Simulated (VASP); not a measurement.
# CdTe (I-4m2) in VASP: further runs

Runs on CdTe. Level: LDA. Tasks: single point.

Everything below comes from runs of VASP 6.6.1. Logs are shortened: lines on timing, memory, paths and dates and some standing lists are left out, and cuts for length are marked.

## (1) The cell of the first run

It takes space group I-4m2 (No. 119, tetragonal). Conventional cell: a = 4.718 Å, b = 4.718 Å, c = 5.915 Å, α = 90.00°, β = 90.00°, γ = 90.00°. Within 3.7 Å of Cd (site symmetry -4m2) lie 4 Te at 2.78 Å. Within 3.7 Å of Te (site symmetry -4m2) lie 4 Cd at 2.78 Å.

## (2) Single point, LDA (32.92 Å³/atom)

Contents of INCAR:

```
SYSTEM = CdTe
ALGO = Normal
EDIFF = 1E-6
ENCUT = 520
GGA = CA
ISIF = 2
ISMEAR = 0
LASPH = .TRUE.
LCHARG = .FALSE.
LREAL = .FALSE.
LWAVE = .FALSE.
NBANDS = 16
NELM = 80
PREC = Accurate
SIGMA = 0.05
```

Contents of KPOINTS:

```
k-points
0
G
  8 8 8
  0 0 0
```

Contents of POSCAR:

```
CdTe
1.0
    0.0000000000      2.9574303956      3.3364512586
    3.3364512586      0.0000000000      3.3364512586
    3.3364512586      2.9574303956      0.0000000000
Cd Te
1 1
Direct
    0.0000000000      0.0000000000      0.0000000000
    0.7500000000      0.7500000000      0.7500000000
```

Potentials or basis: VASP PAW LDA potentials, release 64 (Cd, Te).

Run with:

```bash
$ cat potpaw_LDA.64/Cd/POTCAR potpaw_LDA.64/Te/POTCAR > POTCAR
$ mpirun -np 1 vasp_std > vasp.out
```

OUTCAR:

```text
SYSTEM = CdTe
   EDIFF = 1E-6
   ENCUT = 520
   GGA = CA
   ISIF = 2
   ISMEAR = 0
   LASPH = .TRUE.
   LREAL = .FALSE.
   NELM = 80
   PREC = Accurate

 ion  position               nearest neighbor table
   1  0.000  0.000  0.000-   2 2.78   2 2.78   2 2.78   2 2.78
   2  0.750  0.750  0.750-   1 2.78   1 2.78   1 2.78   1 2.78

  LATTYP: Found a body centered tetragonal cell.
 ALAT       =     4.7184546201
 C/A-ratio  =     1.2535589017

  Lattice vectors:

 A1 = (   0.0000000000,  -2.9574303956,   3.3364512586)
 A2 = (   0.0000000000,  -2.9574303956,  -3.3364512586)
 A3 = (   3.3364512586,   2.9574303956,   0.0000000000)

Analysis of symmetry for initial positions (statically):
=====================================================================
 Subroutine PRICEL returns:
 Original cell was already a primitive cell.

 Routine SETGRP: Setting up the symmetry group for a
 body centered tetragonal supercell.

 Subroutine GETGRP returns: Found  8 space group operations
 (whereof  8 operations were pure point group operations)
 out of a pool of 16 trial point group operations.

The static configuration has the point symmetry D_2d.

Analysis of symmetry for dynamics (positions and initial velocities):
=====================================================================
 Subroutine PRICEL returns:
 Original cell was already a primitive cell.

 Routine SETGRP: Setting up the symmetry group for a
 body centered tetragonal supercell.

 Subroutine GETGRP returns: Found  8 space group operations
 (whereof  8 operations were pure point group operations)
 out of a pool of 16 trial point group operations.

The dynamic configuration has the point symmetry D_2d.

 Subroutine INISYM returns: Found  8 space group operations
 (whereof  8 operations are pure point group operations),
 and found     1 'primitive' translations

----------------------------------------------------------------------------------------

                                     Primitive cell

  volume of cell :      65.8437

  direct lattice vectors                    reciprocal lattice vectors
     0.000000000  2.957430396  3.336451259    -0.149859824  0.169065686  0.149859824
     3.336451259  0.000000000  3.336451259     0.149859824 -0.169065686  0.149859824
     3.336451259  2.957430396  0.000000000     0.149859824  0.169065686 -0.149859824

  length of vectors
     4.458508893  4.718454620  4.458508893     0.271107249  0.271107249  0.271107249

  position of ions in fractional coordinates (direct lattice)
     0.000000000  0.000000000  0.000000000
[... 80 lines left out ...]
   EDIFFG = 0.1E-04   stopping-criterion for IOM
   NSW    =      0    number of steps for IOM
   IBRION =     -1    ionic relax: 0-MD 1-quasi-New 2-CG
   NFREE  =      0    steps in history (QN), initial steepest desc. (CG)
   ISIF   =      2    stress and relaxation
   ISYM   =      2    0-nonsym 1-usesym 2-fastsym
   POTIM  = 0.5000    time-step for ionic-motion
   TEBEG  =    0.0;   TEEND  =   0.0 temperature during run
   PSTRESS=    0.0 pullay stress
   NELECT =      18.0000    total number of electrons
   NUPDOWN=      -1.0000    fix difference up-down
   EMIN   =  10.00;   EMAX   =-10.00  energy-range for DOS
   EFERMI =   0.00;   METHOD = LEGACY
   ISMEAR =     0;   SIGMA  =   0.05  broadening in eV -4-tet -1-fermi 0-gaus
   EFERMI_NEDOS =   21; number of points for ismear=-14 and -15
   IALGO  =     38    algorithm
   IMIX   =      4    mixing-type and parameters
     AMIX     =   0.40;   BMIX     =  1.00
     AMIX_MAG =   1.60;   BMIX_MAG =  1.00
  volume/ion in A,a.u.               =      32.92       222.17
  Fermi-wavevector in a.u.,A,eV,Ry     =   1.062497  2.007828 15.359610  1.128899
  Thomas-Fermi vector in A             =   2.197950
   LORBIT       =      0    0 simple, 1 ext, 2 COOP (PROOUT), +10 PAW based schemes
   GGA     = CA    functional components
   LHFCALC =     F    Hartree Fock is set to
   AEXX    =    0.0000 exact exchange contribution
   IVDW    =     0    specifies the selected vdW correction
   LEPSILON=     F    determine dielectric tensor
   LRPA    =     F    only Hartree local field effects (RPA)
 non-spin polarized calculation
 Gauss-broadening in eV      SIGMA  =   0.05
  energy-cutoff  :      520.00
  volume of cell :       65.84
 maximum number of plane-waves:      1803
 NGX is ok and might be reduce to    36
   NGX = 17   NGY = 17   NGZ = 17

 number of electron      17.9999996 magnetization

 Free energy of the ion-electron system (eV)
  ---------------------------------------------------
  ext. energy  EPLUGINS =         0.00000000
  ---------------------------------------------------
  free energy    TOTEN  =        -6.02010233 eV

  energy without entropy =       -6.02010233  energy(sigma->0) =       -6.02010233

 E-fermi :   2.8574     XC(G=0):  -9.1009

 val. band max:        2.6583061933   @ k =   0.0000   0.0000   0.0000
 cond. band min:       3.0646107486   @ k =   0.0000   0.0000   0.0000
 fundamental gap:      0.4063045554
 Fermi energy:         2.8574303805

 k-point     1 :       0.0000    0.0000    0.0000
  band No.  band energies     occupation
      1      -8.9502      2.00000
      2      -5.9414      2.00000
      3      -5.9414      2.00000
      4      -5.9196      2.00000
      5      -5.6716      2.00000
      6      -5.6400      2.00000
[... 433 lines left out ...]
      3      -5.8652      2.00000
      4      -5.7089      2.00000
      5      -5.6408      2.00000
      6      -5.4642      2.00000
[... 8 lines left out ...]
     15      11.9060      0.00000
     16      12.4331      0.00000

 [... further k-points ...]

------------------------ aborting loop because EDIFF is reached ----------------------------------------

  FORCE on cell =-STRESS in cart. coord.  units (eV):
  Direction    XX          YY          ZZ          XY          YZ          ZX
  --------------------------------------------------------------------------------------
  -------------------------------------------------------------------------------------
  Total       -0.2525963      0.4540547     -0.2525963     -0.0000000      0.0000000      0.0000000
  in kB       -6.1464385     11.0485336     -6.1464385     -0.0000000      0.0000000      0.0000000
  external PRESSURE =      -0.4147811 kB  Pullay stress =       0.0000000 kB

 VOLUME and BASIS-vectors are now :
 -----------------------------------------------------------------------------
  energy-cutoff  :      520.00
  volume of cell :       65.84
      direct lattice vectors                 reciprocal lattice vectors
     0.000000000  2.957430396  3.336451259    -0.149859824  0.169065686  0.149859824
     3.336451259  0.000000000  3.336451259     0.149859824 -0.169065686  0.149859824
     3.336451259  2.957430396  0.000000000     0.149859824  0.169065686 -0.149859824

 POSITION                                       TOTAL-FORCE (eV/Angst)
 -----------------------------------------------------------------------------------
      0.00000      0.00000      0.00000         0.000000     -0.000000     -0.000000
      5.00468      4.43615      5.00468        -0.000000      0.000000      0.000000
 -----------------------------------------------------------------------------------
    total drift:                               -0.000000      0.000000     -0.000000

  FREE ENERGIE OF THE ION-ELECTRON SYSTEM (eV)
  ---------------------------------------------------
  free  energy   TOTEN  =        -6.0201023267 eV

  energy  without entropy=       -6.0201023267  energy(sigma->0) =       -6.02010233
```

stdout:

```text
POSCAR found type information on POSCAR CdTe
 POSCAR found :  2 types and       2 ions
 scaLAPACK will be used
 LDA part: xc-table for (Slater(with rela. corr.)+CA(PZ))
 , standard interpolation
 POSCAR, INCAR and KPOINTS ok, starting setup
 FFT: planning ... GRIDC
 FFT: planning ... GRID_SOFT
 FFT: planning ... GRID
 WAVECAR not read
 entering main loop
```

Run time: 54 s. Hardware: 1 thread of Intel Xeon Platinum 8559C (Emerald Rapids), shared host; peak memory 0.21 GiB.

What came out:

```yaml
Free_energy: -6.0201 eV
Pressure: 0.0 GPa
Band_gap_on_the_k_mesh: 0.41 eV
```

Stress tensor (GPa, compression positive):
```
-0.61  0.00  0.00
 0.00  1.10  0.00
 0.00  0.00 -0.61
```

Levels at points of the mesh, in eV from the valence-band top:
```csv
k point,band 5,band 6,band 7,band 8,band 9,band 10,band 11,band 12,band 13,band 14
"(0.00, 0.00, 0.00)",-8.33,-8.30,-0.33,-0.33,0.00,0.41,4.34,4.37,4.37,7.10
"(0.50, 0.00, 0.00)",-8.30,-7.95,-4.85,-1.30,-0.76,1.38,4.55,5.41,6.80,8.20
"(0.50, 0.50, 0.00)",-8.29,-7.88,-4.90,-2.06,-1.88,2.35,2.69,8.19,8.23,8.88
"(0.50, 0.00, 0.50)",-8.28,-7.66,-4.29,-2.53,-2.53,1.73,1.92,8.93,8.93,9.12
```

Caveat: spin-orbit coupling is left out, which moves the levels of the heavy elements.

## (3) Single point, LDA (32.92 Å³/atom)

Contents of INCAR:

```
ALGO     = Normal         # electronic algorithm
EDIFF    = 1E-7           # SCF threshold, eV
ENCUT    = 520            # plane-wave cutoff, eV
ISIF     = 2              # what is computed and relaxed
ISMEAR   = 0              # smearing method
LASPH    = T              # aspherical terms in the spheres
LCHARG   = F              # write CHGCAR
LREAL    = F              # projectors in reciprocal space
LWAVE    = F              # write WAVECAR
NBANDS   = 16             # bands
NELM     = 100            # most SCF steps
PREC     = Accurate       # precision mode
SIGMA    = 0.05           # smearing width, eV
```

Contents of KPOINTS:

```
k-points
0
Gamma
  8 8 8
```

Contents of POSCAR:

```
CdTe
1.0
    0.0000000000      3.1202526118      3.2482329917
    3.2482329917      0.0000000000      3.2482329917
    3.2482329917      3.1202526118      0.0000000000
Cd Te
1 1
Direct
    0.0000000000      0.0000000000      0.0000000000
    0.7500000000      0.7500000000      0.7500000000
```

Potentials or basis: VASP PAW LDA potentials, release 64 (Cd, Te).

Run with:

```bash
$ cat potpaw_LDA.64/Cd/POTCAR potpaw_LDA.64/Te/POTCAR > POTCAR
$ mpirun -np 1 vasp_std > vasp.out
```

It took 66 s on 1 thread of Intel Xeon Platinum 8559C (Emerald Rapids), shared host; peak memory 0.21 GiB.

The run converged. Its results:

| Quantity | Value |
| --- | --- |
| Free energy | -6.0471 eV |
| Pressure | 0.2 GPa |
| Band gap on the k mesh | 0.56 eV |

Stress tensor (GPa, compression positive):
```
-0.02  0.00  0.00
 0.00  0.66  0.00
 0.00  0.00 -0.02
```

Levels at points of the mesh, in eV from the valence-band top:
```tsv
k point	band 5	band 6	band 7	band 8	band 9	band 10	band 11	band 12	band 13	band 14
(0.00, 0.00, 0.00)	-8.21	-8.20	-0.13	-0.13	0.00	0.56	4.40	4.41	4.41	7.18
(0.50, 0.00, 0.00)	-8.19	-7.83	-4.77	-1.02	-0.82	1.59	4.88	5.14	6.81	8.47
(0.50, 0.50, 0.00)	-8.17	-7.71	-4.69	-2.05	-1.99	2.34	2.57	8.62	8.87	9.17
(0.50, 0.00, 0.50)	-8.17	-7.64	-4.48	-2.21	-2.21	2.19	2.25	8.93	9.06	9.06
```

Caveat: spin-orbit coupling is left out, which moves the levels of the heavy elements.

## (4) Single point, LDA (32.92 Å³/atom)

Contents of INCAR:

```
  PREC = Accurate
  ENCUT = 520
  EDIFF = 1E-6
  ISMEAR = 0
  SIGMA = 0.05
  LREAL = F
  LASPH = T
  NELM = 80
  ALGO = Normal
  ISIF = 2
  LWAVE = F
  LCHARG = F
  NBANDS = 16
```

Contents of KPOINTS:

```
regular mesh
0
Gamma
  8 8 8
```

Contents of POSCAR:

```
CdTe
1.0
    0.0000000000      3.0378506892      3.2919925111
    3.2919925111      0.0000000000      3.2919925111
    3.2919925111      3.0378506892      0.0000000000
Cd Te
1 1
Direct
    0.0000000000      0.0000000000      0.0000000000
    0.7500000000      0.7500000000      0.7500000000
```

Potentials or basis: VASP PAW LDA potentials, release 64 (Cd, Te).

Run with:

```bash
$ cat potpaw_LDA.64/Cd/POTCAR potpaw_LDA.64/Te/POTCAR > POTCAR
$ mpirun -np 1 vasp_std > vasp.out
```

OUTCAR:

```text
PREC = Accurate
   ENCUT = 520
   EDIFF = 1E-6
   ISMEAR = 0
   LREAL = F
   LASPH = T
   NELM = 80
   ISIF = 2

 ion  position               nearest neighbor table
   1  0.000  0.000  0.000-   2 2.78   2 2.78   2 2.78   2 2.78
   2  0.750  0.750  0.750-   1 2.78   1 2.78   1 2.78   1 2.78

  LATTYP: Found a body centered tetragonal cell.
 ALAT       =     4.6555804564
 C/A-ratio  =     1.3050362753

  Lattice vectors:

 A1 = (   0.0000000000,  -3.0378506892,   3.2919925111)
 A2 = (   0.0000000000,  -3.0378506892,  -3.2919925111)
 A3 = (   3.2919925111,   3.0378506892,   0.0000000000)

Analysis of symmetry for initial positions (statically):
=====================================================================
 Subroutine PRICEL returns:
 Original cell was already a primitive cell.

 Routine SETGRP: Setting up the symmetry group for a
 body centered tetragonal supercell.

 Subroutine GETGRP returns: Found  8 space group operations
 (whereof  8 operations were pure point group operations)
 out of a pool of 16 trial point group operations.

[... 160 lines left out ...]

  energy without entropy =       -6.03649824  energy(sigma->0) =       -6.03649824

 E-fermi :   2.8426     XC(G=0):  -9.0947

 val. band max:        2.6114015821   @ k =   0.0000   0.0000   0.0000
 cond. band min:       3.0940134465   @ k =   0.0000   0.0000   0.0000
 fundamental gap:      0.4826118644
 Fermi energy:         2.8426365297

 k-point     1 :       0.0000    0.0000    0.0000
  band No.  band energies     occupation
      1      -8.9608      2.00000
      2      -5.9459      2.00000
      3      -5.9459      2.00000
      4      -5.9301      2.00000
      5      -5.6666      2.00000
      6      -5.6456      2.00000
[... 433 lines left out ...]
      3      -5.8714      2.00000
      4      -5.7016      2.00000
      5      -5.6420      2.00000
      6      -5.4807      2.00000
[... 8 lines left out ...]
     15      11.7705      0.00000
     16      12.3754      0.00000

 [... further k-points ...]

------------------------ aborting loop because EDIFF is reached ----------------------------------------

  FORCE on cell =-STRESS in cart. coord.  units (eV):
  Direction    XX          YY          ZZ          XY          YZ          ZX
  --------------------------------------------------------------------------------------
  -------------------------------------------------------------------------------------
  Total       -0.1220188      0.3882153     -0.1220188      0.0000000      0.0000000      0.0000000
  in kB       -2.9690885      9.4464599     -2.9690885      0.0000000      0.0000000      0.0000000
  external PRESSURE =       1.1694276 kB  Pullay stress =       0.0000000 kB

 VOLUME and BASIS-vectors are now :
 -----------------------------------------------------------------------------
  energy-cutoff  :      520.00
  volume of cell :       65.84
      direct lattice vectors                 reciprocal lattice vectors
     0.000000000  3.037850689  3.291992511    -0.151883699  0.164590051  0.151883699
     3.291992511  0.000000000  3.291992511     0.151883699 -0.164590051  0.151883699
     3.291992511  3.037850689  0.000000000     0.151883699  0.164590051 -0.151883699

 POSITION                                       TOTAL-FORCE (eV/Angst)
 -----------------------------------------------------------------------------------
      0.00000      0.00000      0.00000         0.000000      0.000000      0.000000
      4.93799      4.55678      4.93799        -0.000000     -0.000000     -0.000000
 -----------------------------------------------------------------------------------
    total drift:                                0.000000     -0.000000      0.000000

  FREE ENERGIE OF THE ION-ELECTRON SYSTEM (eV)
  ---------------------------------------------------
  free  energy   TOTEN  =        -6.0364982430 eV

  energy  without entropy=       -6.0364982430  energy(sigma->0) =       -6.03649824
```

Run time: 44 s. Hardware: 1 thread of Intel Xeon Platinum 8559C (Emerald Rapids), shared host; peak memory 0.21 GiB.

What came out:

| Item | Value |
| --- | --- |
| Free energy | -6.0365 eV |
| Pressure | 0.1 GPa |
| Band gap on the k mesh | 0.48 eV |

Stress tensor (GPa, compression positive):
```
-0.30  0.00  0.00
 0.00  0.94  0.00
 0.00  0.00 -0.30
```

Caveat: spin-orbit coupling is left out, which moves the levels of the heavy elements.

## (5) The runs side by side

| cell | gap on the mesh (eV) | pressure (GPa) |
| --- | --- | --- |
| a = 4.459, b = 4.718 Å, angles 58.1, 63.9, 58.1°, 2 atoms | 0.41 | 0.0 |
| a = 4.504, b = 4.594 Å, angles 59.3, 61.3, 59.3°, 2 atoms | 0.56 | 0.2 |
| a = 4.479, b = 4.656 Å, angles 58.7, 62.6, 58.7°, 2 atoms | 0.48 | 0.1 |

Alike in all rows: task single point; level LDA; potentials or basis VASP PAW LDA potentials, release 64 (Cd, Te); no spin polarisation; k mesh 8 × 8 × 8; cutoff (eV) 520; smearing gaussian 0.05 eV.

Caveats: spin-orbit coupling is left out, which moves the levels of the heavy elements.

Total energies depend on the potentials used, so only differences within one code and one set of settings carry meaning.
